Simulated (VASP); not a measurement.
Crystal: Be.

```
CELL_PARAMETERS angstrom
2.19878 -1.31127 0.00000
2.19878 1.31127 0.00000
-1.22813 0.00000 5.69286
ATOMIC_POSITIONS crystal
Be 0.05040 0.05040 0.59960
Be 0.94960 0.94960 0.40040
Be 0.50500 0.50500 0.10000
Be 0.49500 0.49500 0.90000
```

```yaml
Program: VASP 6.6.1
Task: relaxation of cell and atoms
Functional: PBE
Potentials_or_basis: VASP PAW PBE potentials, release 64 (Be)
Cutoff: 600 eV
k_mesh: 8 × 8 × 4
Occupations: gaussian, width 0.1 eV
Spin: no spin polarisation
```

At the start: pressure 76.2 GPa; volume 8.21 Å³/atom.

Q: How do energy, volume and symmetry change on relaxing?

A: Over 30 steps the energy falls by 4845.0 meV/atom and the volume is 7.91 Å³/atom (-3.7 %); space group C2/m (No. 12, to 0.1 Å) before, R-3m (No. 166, to 0.1 Å).

The path:
| step | energy change (eV) | largest force (eV/Å) | pressure (GPa) | volume (Å³) |
| --- | --- | --- | --- | --- |
| 1 | 0.0000 | 28.0564 | 76.21 | 32.83 |
| 2 | -17.5335 | 0.9058 | -5.33 | 46.83 |
| 3 | -17.6334 | 0.5215 | -7.58 | 47.08 |
| 4 | -17.8089 | 0.6944 | -1.83 | 43.12 |
| 5 | -17.8204 | 0.7577 | 0.35 | 42.00 |
| 6 | -17.9217 | 0.5287 | -0.46 | 41.18 |
| 7 | -18.0884 | 0.2195 | -1.08 | 38.94 |
| 8 | -18.1956 | 0.4442 | 4.49 | 34.64 |
| 9 | -18.2456 | 0.5199 | 4.24 | 34.44 |
| 10 | -18.3334 | 0.8313 | 4.51 | 33.81 |
| 11 | -18.3363 | 0.9033 | 4.67 | 33.68 |
| 12 | -18.3974 | 0.8389 | 3.00 | 33.93 |
| 13 | -18.5412 | 0.6742 | -1.35 | 34.68 |
| 14 | -18.6808 | 0.4355 | -8.31 | 36.17 |
| 15 | -18.7987 | 0.4678 | -7.36 | 35.35 |
| 16 | -18.8903 | 0.6127 | -5.40 | 34.37 |
| 17 | -18.9230 | 1.3513 | 0.68 | 32.35 |
| 18 | -18.9333 | 0.9242 | -2.97 | 33.38 |
| 19 | -19.0420 | 0.8429 | -1.32 | 32.54 |
| 20 | -19.1581 | 0.7446 | 7.85 | 30.07 |
| 21 | -19.1724 | 0.6252 | 4.65 | 30.75 |
| 22 | -19.2644 | 0.5479 | 1.94 | 31.25 |
| 23 | -19.3028 | 0.5565 | -0.71 | 31.88 |
| 24 | -19.3517 | 0.3550 | -1.43 | 31.99 |
| 25 | -19.3547 | 0.3208 | -1.55 | 32.03 |
| 26 | -19.3725 | 0.1676 | 0.20 | 31.54 |
| 27 | -19.3741 | 0.1175 | 0.98 | 31.36 |
| 28 | -19.3779 | 0.0702 | 0.11 | 31.58 |
| 29 | -19.3786 | 0.0521 | -0.46 | 31.73 |
| 30 | -19.3798 | 0.0396 | -0.11 | 31.63 |

Final structure:
```xyz
4
Lattice="1.9343 -1.1223 -0.1526 1.9343 1.1223 -0.1526 -2.0208 0.0000 7.4437" Properties=species:S:1:pos:R:3 pbc="T T T"
Be   -0.8076    0.0000    6.4563
Be    2.6555    0.0000    0.6821
Be    1.5041    0.0000    2.5932
Be    0.3437    0.0000    4.5452
```

Caveat: a cell axis changed by over 15 % at a fixed basis, so the end point is rough.
